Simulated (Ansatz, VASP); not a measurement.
**Al in VASP and in Ansatz**

```xyz
2
Lattice="0.0000 3.0250 3.0250 3.0250 0.0000 3.0250 3.0250 3.0250 0.0000" Properties=species:S:1:pos:R:3 pbc="T T T"
Al   -0.7562   -0.7562   -0.7562
Al    0.7562    0.7562    0.7562
```

Alike in both runs: task single point; functional PBE; k mesh 12 × 12 × 12; occupations fermi-dirac, width 0.05 eV; no spin polarisation.

|  | VASP | Ansatz |
| --- | --- | --- |
| version | VASP 6.6.1 | Ansatz 0.2.0 |
| potentials or method | VASP PAW PBE potentials, release 64 (Al), cutoff 520 eV | all-electron LAPW, scalar-relativistic |

```csv
,VASP,Ansatz,Ansatz less VASP
pressure (GPa),0.0,0.0,-0.01
```

Ansatz ran all-electron here, and VASP with PAW potentials.
